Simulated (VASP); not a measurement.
# Ru (P6_3/mmc) in VASP: further runs

The runs below take Ru through single point, with PBEsol, PBE.

Everything below comes from runs of VASP 6.6.1. Logs are shortened: lines on timing, memory, paths and dates and some standing lists are left out, and cuts for length are marked.

### Step 1. The cell of the first run

The structure is hexagonal, space group P6_3/mmc (No. 194). Conventional cell: a = 2.741 Å, b = 2.741 Å, c = 4.338 Å, α = 90.00°, β = 90.00°, γ = 120.00°. Ru (site symmetry -6m2) has 12 Ru at 2.69 to 2.74 Å within 3.5 Å.

### Step 2. Single point, PBEsol (volume scaled by 1.04)

File INCAR:

```
PREC = Accurate
ENCUT = 520
EDIFF = 1E-6
ISMEAR = -1
SIGMA = 0.05
LREAL = False
LASPH = True
NELM = 60
ALGO = Normal
ISIF = 2
LWAVE = False
LCHARG = True
GGA = PS
LELF = True
LVHAR = True
NBANDS = 21
```

File KPOINTS:

```
Automatic mesh
0
Gamma
  11 11 6
```

File POSCAR:

```
Ru
1.0
    2.7414067149      0.0000000000      0.0000000000
   -1.3707033574      2.3741278572      0.0000000000
    0.0000000000      0.0000000000      4.3382472512
Ru
2
Direct
    0.6666666667      0.3333333333      0.7500000000
    0.3333333333      0.6666666667      0.2500000000
```

Potentials or basis: VASP PAW PBE potentials, release 64 (Ru_pv).

Command:

```
> cat potpaw_PBE.64/Ru_pv/POTCAR > POTCAR
> mpirun -np 1 vasp_std > vasp.out
```

OUTCAR:

```text
PREC = Accurate
   ENCUT = 520
   EDIFF = 1E-6
   ISMEAR = -1
   LREAL = False
   LASPH = True
   NELM = 60
   ISIF = 2
   GGA = PS

 ion  position               nearest neighbor table
   1  0.667  0.333  0.750-   2 2.69   2 2.69   2 2.69   2 2.69   2 2.69   2 2.69
   2  0.333  0.667  0.250-   1 2.69   1 2.69   1 2.69   1 2.69   1 2.69   1 2.69

  LATTYP: Found a hexagonal cell.
 ALAT       =     2.7414067149
 C/A-ratio  =     1.5824894670

  Lattice vectors:

 A1 = (   2.7414067149,   0.0000000000,   0.0000000000)
 A2 = (  -1.3707033574,   2.3741278572,   0.0000000000)
 A3 = (   0.0000000000,   0.0000000000,   4.3382472512)

Analysis of symmetry for initial positions (statically):
=====================================================================
 Subroutine PRICEL returns:
 Original cell was already a primitive cell.

 Routine SETGRP: Setting up the symmetry group for a
 hexagonal supercell.

 Subroutine GETGRP returns: Found 24 space group operations
 (whereof 12 operations were pure point group operations)
 out of a pool of 24 trial point group operations.

The static configuration has the point symmetry D_3d.
 The point group associated with its full space group is D_6h.

Analysis of symmetry for dynamics (positions and initial velocities):
=====================================================================
 Subroutine PRICEL returns:
 Original cell was already a primitive cell.

 Routine SETGRP: Setting up the symmetry group for a
 hexagonal supercell.

 Subroutine GETGRP returns: Found 24 space group operations
 (whereof 12 operations were pure point group operations)
 out of a pool of 24 trial point group operations.

The dynamic configuration has the point symmetry D_3d.
 The point group associated with its full space group is D_6h.

 Subroutine INISYM returns: Found 24 space group operations
 (whereof 12 operations are pure point group operations),
 and found     1 'primitive' translations

----------------------------------------------------------------------------------------

                                     Primitive cell

  volume of cell :      28.2353

  direct lattice vectors                    reciprocal lattice vectors
     2.741406715  0.000000000  0.000000000     0.364776228  0.210603653  0.000000000
    -1.370703357  2.374127857  0.000000000     0.000000000  0.421207306  0.000000000
     0.000000000  0.000000000  4.338247251     0.000000000  0.000000000  0.230507839

  length of vectors
     2.741406715  2.741406715  4.338247251     0.421207306  0.421207306  0.230507839

  position of ions in fractional coordinates (direct lattice)
     0.666666667  0.333333333  0.750000000
     0.333333333  0.666666667  0.250000000

  ion indices of the primitive-cell ions
   primitive index   ion index
                 1           1
                 2           2

----------------------------------------------------------------------------------------

 KPOINTS: Automatic mesh

Automatic generation of k-mesh.
 Grid dimensions read from file:
 generate k-points for:   11   11    6

 Generating k-lattice:

  Cartesian coordinates                     Fractional coordinates (reciprocal lattice)
     0.033161475  0.019145787  0.000000000     0.090909091  0.000000000  0.000000000
     0.000000000  0.038291573  0.000000000     0.000000000  0.090909091  0.000000000
     0.000000000  0.000000000  0.038417973     0.000000000  0.000000000  0.166666667

  Length of vectors
     0.038291573  0.038291573  0.038417973

  Shift w.r.t. Gamma in fractional coordinates (k-lattice)
     0.000000000  0.000000000  0.000000000

 Subroutine IBZKPT returns following result:
 ===========================================

 Found     64 irreducible k-points:

 Following reciprocal coordinates:
            Coordinates               Weight
  0.000000  0.000000  0.000000      1.000000
  0.090909 -0.000000  0.000000      6.000000
  0.181818  0.000000  0.000000      6.000000
  0.272727  0.000000  0.000000      6.000000
  0.363636  0.000000  0.000000      6.000000
  0.454545  0.000000  0.000000      6.000000
[... 16 lines left out ...]
  0.090909  0.090909  0.166667     12.000000
  0.181818  0.090909  0.166667     24.000000
 [... further k-points ...]
   k-points           NKPTS =     64   k-points in BZ     NKDIM =     64   number of bands    NBANDS=     21
   number of dos      NEDOS =    301   number of ions     NIONS =      2
   total plane-waves  NPLWV =  12800
   dimension x,y,z NGX =    20 NGY =   20 NGZ =   32
   dimension x,y,z NGXF=    40 NGYF=   40 NGZF=   64
   ions per type =               2
   NGX,Y,Z   is equivalent  to a cutoff of  12.13, 12.13, 12.26 a.u.
   NGXF,Y,Z  is equivalent  to a cutoff of  24.26, 24.26, 24.53 a.u.
 SYSTEM =  unknown system
   PREC   = accura    normal or accurate (medium, high low for compatibility)
   ISTART =      0    job   : 0-new  1-cont  2-samecut
   ICHARG =      2    charge: 1-file 2-atom 10-const
   ISPIN  =      1    spin polarized calculation?
   LNONCOLLINEAR =      F non collinear calculations
   LSORBIT =      F    spin-orbit coupling
   LASPH  =      T    aspherical Exc in radial PAW
   ENCUT  =  520.0 eV  38.22 Ry    6.18 a.u.   5.10  5.10  8.07*2*pi/ulx,y,z
   NELM   =     60;   NELMIN=  2; NELMDL= -5     # of ELM steps
   EDIFF  = 0.1E-05   stopping-criterion for ELM
   LREAL  =      F    real-space projection
   EDIFFG = 0.1E-04   stopping-criterion for IOM
   NSW    =      0    number of steps for IOM
   IBRION =     -1    ionic relax: 0-MD 1-quasi-New 2-CG
   NFREE  =      0    steps in history (QN), initial steepest desc. (CG)
   ISIF   =      2    stress and relaxation
   ISYM   =      2    0-nonsym 1-usesym 2-fastsym
   POTIM  = 0.5000    time-step for ionic-motion
   TEBEG  =    0.0;   TEEND  =   0.0 temperature during run
   PSTRESS=    0.0 pullay stress
   NELECT =      28.0000    total number of electrons
   NUPDOWN=      -1.0000    fix difference up-down
   EMIN   =  10.00;   EMAX   =-10.00  energy-range for DOS
   EFERMI =   0.00;   METHOD = LEGACY
   ISMEAR =    -1;   SIGMA  =   0.05  broadening in eV -4-tet -1-fermi 0-gaus
   EFERMI_NEDOS =   21; number of points for ismear=-14 and -15
   IALGO  =     38    algorithm
   IMIX   =      4    mixing-type and parameters
     AMIX     =   0.40;   BMIX     =  1.00
     AMIX_MAG =   1.60;   BMIX_MAG =  1.00
  volume/ion in A,a.u.               =      14.12        95.27
  Fermi-wavevector in a.u.,A,eV,Ry     =   1.632539  3.085051 36.262022  2.665183
  Thomas-Fermi vector in A             =   2.724493
   LORBIT       =      0    0 simple, 1 ext, 2 COOP (PROOUT), +10 PAW based schemes
   GGA     = PS    functional components
   LHFCALC =     F    Hartree Fock is set to
   AEXX    =    0.0000 exact exchange contribution
   IVDW    =     0    specifies the selected vdW correction
   LEPSILON=     F    determine dielectric tensor
   LRPA    =     F    only Hartree local field effects (RPA)
 non-spin polarized calculation
  energy-cutoff  :      520.00
  volume of cell :       28.24
 maximum number of plane-waves:       776
   NGX = 11   NGY = 11   NGZ = 17

 number of electron      28.0000011 magnetization

 Free energy of the ion-electron system (eV)
  ---------------------------------------------------
  ext. energy  EPLUGINS =         0.00000000
  ---------------------------------------------------
  free energy    TOTEN  =       -20.24677035 eV

  energy without entropy =      -20.22906574  energy(sigma->0) =      -20.23791804

 E-fermi :  11.9288     XC(G=0): -14.0406

 val. band max:       11.9144835656   @ k =   0.2727   0.0000   0.0000
 cond. band min:      11.9491962500   @ k =   0.2727   0.1818   0.0000
 fundamental gap:      0.0347126844
 Fermi energy:        11.9288309870

 k-point     1 :       0.0000    0.0000    0.0000
  band No.  band energies     occupation
      1     -31.4639      2.00000
      2     -30.6381      2.00000
      3     -30.6381      2.00000
      4     -30.4868      2.00000
      5     -30.4868      2.00000
      6     -30.4533      2.00000
[... 13 lines left out ...]
     20      22.3197      0.00000
     21      22.3405      0.00000

 k-point     2 :       0.0909   -0.0000    0.0000
  band No.  band energies     occupation
      1     -31.4391      2.00000
      2     -30.6902      2.00000
      3     -30.6557      2.00000
      4     -30.5410      2.00000
      5     -30.4941      2.00000
      6     -30.4649      2.00000
[... 13 lines left out ...]
     20      22.3197      0.00000
     21      22.3386      0.00000

 k-point     3 :       0.1818    0.0000    0.0000
  band No.  band energies     occupation
      1     -31.3688      2.00000
      2     -30.8299      2.00000
      3     -30.7012      2.00000
      4     -30.6835      2.00000
      5     -30.5150      2.00000
      6     -30.4999      2.00000
[... 13 lines left out ...]
     20      22.3196      0.00000
     21      22.3341      0.00000

 k-point     4 :       0.2727    0.0000    0.0000
  band No.  band energies     occupation
      1     -31.2648      2.00000
      2     -31.0132      2.00000
      3     -30.8633      2.00000
      4     -30.7583      2.00000
      5     -30.5573      2.00000
      6     -30.5445      2.00000
[... 13 lines left out ...]
     20      22.3192      0.00000
     21      22.3286      0.00000

 k-point     5 :       0.3636    0.0000    0.0000
  band No.  band energies     occupation
      1     -31.1815      2.00000
      2     -31.1474      2.00000
      3     -31.0226      2.00000
      4     -30.8089      2.00000
      5     -30.6317      2.00000
      6     -30.5729      2.00000
[... 13 lines left out ...]
     20      22.2621      0.00000
     21      22.3195      0.00000

 k-point     6 :       0.4545    0.0000    0.0000
  band No.  band energies     occupation
      1     -31.2812      2.00000
      2     -31.1148      2.00000
      3     -31.0543      2.00000
      4     -30.8383      2.00000
      5     -30.6991      2.00000
      6     -30.5903      2.00000
[... 13 lines left out ...]
     20      22.3174      0.00000
     21      22.5582      0.00000

 k-point     7 :       0.0909    0.0909    0.0000
  band No.  band energies     occupation
      1     -31.3916      2.00000
      2     -30.7749      2.00000
      3     -30.7135      2.00000
      4     -30.6163      2.00000
      5     -30.5162      2.00000
      6     -30.4882      2.00000
[... 13 lines left out ...]
     20      22.3196      0.00000
     21      22.3355      0.00000
[... 291 lines left out ...]
      1     -31.2621      2.00000
      2     -30.9707      2.00000
      3     -30.9009      2.00000
      4     -30.7442      2.00000
      5     -30.5656      2.00000
      6     -30.5590      2.00000
[... 13 lines left out ...]
     20      22.3193      0.00000
     21      23.3116      0.00000

 k-point    21 :       0.3636    0.0000    0.1667
  band No.  band energies     occupation
      1     -31.2705      2.00000
      2     -31.0903      2.00000
      3     -30.9966      2.00000
      4     -30.7933      2.00000
      5     -30.6240      2.00000
      6     -30.5890      2.00000
[... 13 lines left out ...]
     20      22.3188      0.00000
     21      22.6406      0.00000

 k-point    22 :       0.4545    0.0000    0.1667
  band No.  band energies     occupation
      1     -31.3328      2.00000
      2     -31.1720      2.00000
      3     -30.9647      2.00000
      4     -30.8219      2.00000
      5     -30.6769      2.00000
      6     -30.6072      2.00000
[... 13 lines left out ...]
     20      22.3156      0.00000
     21      22.3512      0.00000

 k-point    23 :       0.0909    0.0909    0.1667
  band No.  band energies     occupation
      1     -31.3416      2.00000
      2     -30.7572      2.00000
      3     -30.7173      2.00000
      4     -30.6505      2.00000
      5     -30.5282      2.00000
      6     -30.5106      2.00000
[... 13 lines left out ...]
     20      22.3196      0.00000
     21      23.1120      0.00000

 k-point    24 :       0.1818    0.0909    0.1667
  band No.  band energies     occupation
      1     -31.2800      2.00000
      2     -30.8971      2.00000
      3     -30.8548      2.00000
      4     -30.7191      2.00000
      5     -30.5685      2.00000
      6     -30.5414      2.00000
[... 13 lines left out ...]
     20      22.3194      0.00000
     21      23.2676      0.00000

 [... further k-points ...]
[... 5 lines left out ...]
  --------------------------------------------------------------------------------------
  -------------------------------------------------------------------------------------
  Total       -3.0249654     -3.0249654     -3.2432027     -0.0000000      0.0000000      0.0000000
  in kB     -171.6481483   -171.6481483   -184.0317655     -0.0000000      0.0000000      0.0000000
  external PRESSURE =    -175.7760207 kB  Pullay stress =       0.0000000 kB

 VOLUME and BASIS-vectors are now :
 -----------------------------------------------------------------------------
  energy-cutoff  :      520.00
  volume of cell :       28.24
      direct lattice vectors                 reciprocal lattice vectors
     2.741406715  0.000000000  0.000000000     0.364776228  0.210603653  0.000000000
    -1.370703357  2.374127857  0.000000000     0.000000000  0.421207306  0.000000000
     0.000000000  0.000000000  4.338247251     0.000000000  0.000000000  0.230507839

 POSITION                                       TOTAL-FORCE (eV/Angst)
 -----------------------------------------------------------------------------------
      1.37070      0.79138      3.25369        -0.000000      0.000000      0.000000
     -0.00000      1.58275      1.08456         0.000000      0.000000      0.000000
 -----------------------------------------------------------------------------------
    total drift:                                0.000000     -0.000000      0.000000

  FREE ENERGIE OF THE ION-ELECTRON SYSTEM (eV)
  ---------------------------------------------------
  free  energy   TOTEN  =       -20.2467703513 eV

  energy  without entropy=      -20.2290657359  energy(sigma->0) =      -20.23791804
```

Run time: 12 s. Hardware: 1 thread of Intel Xeon 6975P-C (Granite Rapids), shared host; peak memory 0.15 GiB.

Results:

* Free energy: -20.2468 eV
* Pressure: -17.6 GPa
* Band gap on the k mesh: zero (band 14 reaches 13.41 eV, above the bottom of band 15 at 10.51 eV)

Caveat: the cell differs from its parent crystal (volume scaled by 1.04); the PAW data sets were made with another functional, which shifts forces and pressure a little.

### Step 3. Single point, PBE

This run uses another cell than the first one, of 13.57 Å³/atom, 0.962 times its volume.

File INCAR:

```
SYSTEM = Ru
  PREC = Accurate
  ENCUT = 520
  EDIFF = 1E-6
  ISMEAR = 0
  SIGMA = 0.017
  LREAL = .FALSE.
  LASPH = .TRUE.
  NELM = 80
  ALGO = Normal
  ISIF = 2
  LWAVE = .FALSE.
  LCHARG = .TRUE.
  GGA = PE
  LELF = .TRUE.
  LVHAR = .TRUE.
  NBANDS = 21
```

File KPOINTS:

```
Automatic mesh
0
G
  11 11 6
  0 0 0
```

File POSCAR:

```
Ru
1.0
    2.7058000000      0.0000000000      0.0000000000
   -1.3529000000      2.3432915376      0.0000000000
    0.0000000000      0.0000000000      4.2819000000
Ru
2
Direct
    0.6666666667      0.3333333333      0.7500000000
    0.3333333333      0.6666666667      0.2500000000
```

Potentials or basis: VASP PAW PBE potentials, release 64 (Ru_pv).

Command:

```
> cat potpaw_PBE.64/Ru_pv/POTCAR > POTCAR
> mpirun -np 1 vasp_std > vasp.out
```

Run time: 23 s. Hardware: 1 thread of Intel Xeon Platinum 8259CL at 2.50GHz (Skylake/Cascade Lake), shared host; peak memory 0.15 GiB.

Results (log left out):

| Item | Value |
| --- | --- |
| Free energy | -18.4505 eV |
| Pressure | 4.4 GPa |
| Band gap on the k mesh | zero (band 14 reaches 14.34 eV, above the bottom of band 15 at 11.27 eV) |

Levels at points of the mesh, in eV from the Fermi level:
```
           k point  band 10  band 11  band 12  band 13  band 14  band 15  band 16  band 17  band 18  band 19
(0.00, 0.00, 0.00)    -2.54    -2.37    -1.86    -1.86    -1.34    -1.34     1.24     1.24     1.34    10.34
(0.00, 0.00, 0.50)    -2.71    -2.71    -2.71    -2.66    -2.66     0.60     0.60     0.60     0.60    10.48
```

### Step 4. Single point, PBE

This run uses another cell than the first one, of 13.57 Å³/atom, 0.962 times its volume.

File INCAR:

```
PREC = Accurate ; ENCUT = 520
EDIFF = 1E-6 ; ISMEAR = 0
SIGMA = 0.012 ; LREAL = F
LASPH = T ; NELM = 60
ALGO = Normal ; ISIF = 2
LWAVE = F ; LCHARG = F
GGA = PE ; NBANDS = 21
```

File KPOINTS:

```
regular mesh
0
Gamma
  11 11 6
```

POSCAR is that of step 3.

Command:

```
> cat potpaw_PBE.64/Ru_pv/POTCAR > POTCAR
> mpirun -np 1 vasp_std > vasp.out
```

Wall time 21 s (1 thread of Intel Xeon Platinum 8259CL at 2.50GHz (Skylake/Cascade Lake), shared host); peak memory 0.15 GiB.

Results (log left out):

| Item | Value |
| --- | --- |
| Free energy | -18.4503 eV |
| Pressure | 4.4 GPa |
| Band gap on the k mesh | zero (band 14 reaches 14.34 eV, above the bottom of band 15 at 11.27 eV) |

Stress tensor (GPa, compression positive):
```
4.32 0.00 0.00
0.00 4.32 0.00
0.00 0.00 4.52
```

Levels at points of the mesh, in eV from the Fermi level:
```
           k point  band 11  band 12  band 13  band 14  band 15  band 16  band 17  band 18
(0.00, 0.00, 0.00)    -2.37    -1.86    -1.86    -1.34    -1.34     1.23     1.23     1.34
(0.00, 0.00, 0.50)    -2.71    -2.71    -2.66    -2.66     0.60     0.60     0.60     0.60
```

[end of part 1 of 2]
